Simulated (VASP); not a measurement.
Set up this calculation in VASP 6.6.1, as the native input.

```
Task                   : relaxation of cell and atoms
Functional             : LDA
Potentials or basis    : VASP PAW LDA potentials, release 64 (Zn)
Cutoff                 : 600 eV
k mesh                 : 15 × 15 × 8
Occupations            : fermi-dirac, width 0.15 eV
Spin                   : no spin polarisation
Dipole correction      : no
Further INCAR settings : ALGO = Fast; EDIFF = 1e-06; IBRION = 2; EDIFFG = -0.001; NSW = 80; ISIF = 3
```

The structure of Zn lies in POSCAR:

```
Zn
1.0
    2.5489339311      0.0000000000      0.0000000000
   -1.2744669656      2.2074415369      0.0000000000
    0.0000000000      0.0000000000      4.8621587307
Zn
2
Direct
    0.3333333333      0.6666666667      0.2500000000
    0.6666666667      0.3333333333      0.7500000000
```

These files were run (other wordings do the same):

INCAR

```
SYSTEM = Zn
ALGO = Fast
EDIFF = 1E-6
EDIFFG = -0.001
ENCUT = 600
GGA = CA
IBRION = 2
ISIF = 3
ISMEAR = -1
LASPH = .True.
LCHARG = .False.
LREAL = .False.
LWAVE = .False.
NELM = 100
NSW = 80
PREC = Accurate
SIGMA = 0.15
```

KPOINTS

```
k-points
0
Gamma
  15 15 8
  0 0 0
```

Potentials or basis: VASP PAW LDA potentials, release 64 (Zn).

Run with:

```sh
$ cat potpaw_LDA.64/Zn/POTCAR > POTCAR
$ mpirun -np 1 vasp_std > vasp.out
```

Results of the run:

The relaxed volume is 13.78 Å³/atom, the relaxed cell is a = 2.556 Å, b = 2.556 Å, c = 4.871 Å, α = 90.00°, β = 90.00°, γ = 120.00° and the space group after relaxing (to 0.05 Å) is P6_3/mmc (No. 194). The energy gained by relaxing is 0.3 meV/atom. The ionic steps are 38 and the pressure after relaxing is 0.0 GPa. The band gap on the k mesh is zero (band 12 reaches 5.34 eV, above the bottom of band 13 at 0.30 eV).

It took 5.5 min on 1 thread of Intel(R) Xeon(R) 6975P-C (Granite Rapids), with other jobs on the host, peak memory 0.18 GiB.
